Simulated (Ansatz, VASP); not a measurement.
# One calculation of MgI2, two programs

```
Mg I
1.0
     4.39917   -0.00137    0.03925
    -0.00086    4.40038    0.05344
     0.99116    1.40096   16.02014
Mg I
2 4
Direct
  0.40498 0.64092 0.74644
  0.59502 0.35908 0.25356
  0.87781 0.60306 0.85176
  0.12219 0.39694 0.14824
  0.43182 0.17907 0.64116
  0.56818 0.82093 0.35884
```

Change from the starting cell: the structure that the rattled cell fell into.

Alike in both runs: functional PBE; k mesh 6 × 6 × 2; occupations gaussian, width 0.02 eV; no spin polarisation.

Ansatz relaxed the structure, and its values are those at the end. VASP's run is a single point on that final structure, the one shown.

|  | VASP | Ansatz |
| --- | --- | --- |
| version | VASP 6.6.1 | Ansatz 0.2.0 |
| potentials or method | VASP PAW PBE potentials, release 64 (Mg, I), cutoff 520 eV | scalar-relativistic, plane waves, PAW |
| valence electrons in the cell | 32 | 88 |

```tsv
	VASP	Ansatz	Ansatz less VASP
gap on the k mesh at the Fermi level (eV)	3.33	3.34	+0.009
least direct gap on the mesh (eV)	3.47	3.48	+0.010
pressure (GPa)	0.0	0.0	+0.02
rms of the force components (eV/Å)	0.004	0.001	-0.0031
```

VASP's potentials hold 32 valence electrons a cell and Ansatz's 88, so a difference there can come from the potentials and not from the codes.

Spin-orbit coupling is off throughout.
